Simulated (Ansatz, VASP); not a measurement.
# MgO5: VASP beside Ansatz

Contents of INCAR:

```
SYSTEM = MgO5
PREC     = Accurate       ! precision mode
ENCUT    = 600            ! plane-wave cutoff, eV
EDIFF    = 1E-7           ! SCF threshold, eV
ISMEAR   = 0              ! smearing method
SIGMA    = 0.1            ! smearing width, eV
LREAL    = .False.        ! projectors in reciprocal space
LASPH    = .True.         ! aspherical terms in the spheres
NELM     = 150            ! most SCF steps
ALGO     = Normal         ! electronic algorithm
ISIF     = 3              ! what is computed and relaxed
LWAVE    = .False.        ! write WAVECAR
LCHARG   = .False.        ! write CHGCAR
ISPIN    = 2              ! spin polarisation
MAGMOM   = 0 1 1 1 1 1    ! initial moments
LORBIT   = 11             ! projections on sites
GGA      = PE             ! functional
IBRION   = 2              ! ionic algorithm
NSW      = 90             ! ionic steps
EDIFFG   = -0.04          ! ionic threshold
```

Contents of KPOINTS:

```
regular mesh
0
Gamma
  4 4 4
  0 0 0
```

File POSCAR:

```
MgO5
1.0
    0.0000000000      3.3251045200      3.3251045200
    3.3251045200      0.0000000000      3.3251045200
    3.3251045200      3.3251045200      0.0000000000
Mg O
1 5
Direct
    0.0000000000      0.0000000000      0.0000000000
    0.1552574400      0.1552574400      0.1552574400
    0.1552574400      0.1552574400      0.5342276900
    0.1552574400      0.5342276900      0.1552574400
    0.5342276900      0.1552574400      0.1552574400
    0.5000000000      0.5000000000      0.5000000000
```

Input for Ansatz:

```yaml
crystal:
  lattice:
    - [0.0, 3.32510452, 3.32510452]
    - [3.32510452, 0.0, 3.32510452]
    - [3.32510452, 3.32510452, 0.0]
  atoms:
    - { symbol: Mg, position: [0.0, 0.0, 0.0] }
    - { symbol: O, position: [0.15525744, 0.15525744, 0.15525744], spin: 1.0 }
    - { symbol: O, position: [0.15525744, 0.15525744, 0.53422769], spin: 1.0 }
    - { symbol: O, position: [0.15525744, 0.53422769, 0.15525744], spin: 1.0 }
    - { symbol: O, position: [0.53422769, 0.15525744, 0.15525744], spin: 1.0 }
    - { symbol: O, position: [0.5, 0.5, 0.5], spin: 1.0 }
basis:
  ecutwfc: 420
kpoints:
  mp_grid: { grid: [4, 4, 4] }
hamiltonian:
  xc: pbe
scf:
  occupations: { method: gaussian, width: 0.1 }
  lower_state_search: "off"
output:
  forces: true
  stress: true
  eigenvalues: true
  populations: true
magnetization:
  spin_polarized: true
relax:
  adjacent_minimum: "off"
  f_tol: 0.04
  max_steps: 70
  cell: { stress_tol: 0.4 }
```

Alike in both runs: task relaxation of cell and atoms; functional PBE; k mesh 4 × 4 × 4; occupations gaussian, width 0.1 eV; collinear spin.

|  | VASP | Ansatz |
| --- | --- | --- |
| version | VASP 6.6.1 | Ansatz 0.2.0 |
| potentials or method | VASP PAW PBE potentials, release 64 (Mg, O), cutoff 600 eV | scalar-relativistic, plane waves, PAW |
| valence electrons in the cell | 32 | 40 |

Ansatz gave:

| Property | Result |
| --- | --- |
| gap on the k mesh at the Fermi level, each at its own relaxed structure (eV) | none |
| net moment per atom (μB) | 1.33 |
| size of the moment on the site where the two differ most (μB) | 1.90 |
| relaxed volume (Å³/atom) | 17.40 |
| relaxed length of the cell vector where the two differ most in proportion (Å) | 5.286 |

Question: Estimate VASP's values.

Answer: gap on the k mesh at the Fermi level, each at its own relaxed structure (eV): none; net moment per atom (μB): 0.00; size of the moment on the site where the two differ most (μB): 0.00; relaxed volume (Å³/atom): 15.62; relaxed length of the cell vector where the two differ most in proportion (Å): 5.098.

The net moments are unlike, so the other rows may belong to different states. Site moments also hang on the region over which each program counts them. A gap of «none» marks a metal or a gap that the smearing closes. VASP's potentials hold 32 valence electrons a cell and Ansatz's 40, so a difference there can come from the potentials and not from the codes.

The k mesh is coarse, so the values compare programs but aren't converged. Noted on VASP's run: the volume moved by over 15 % at a fixed basis, so the end points are rough.
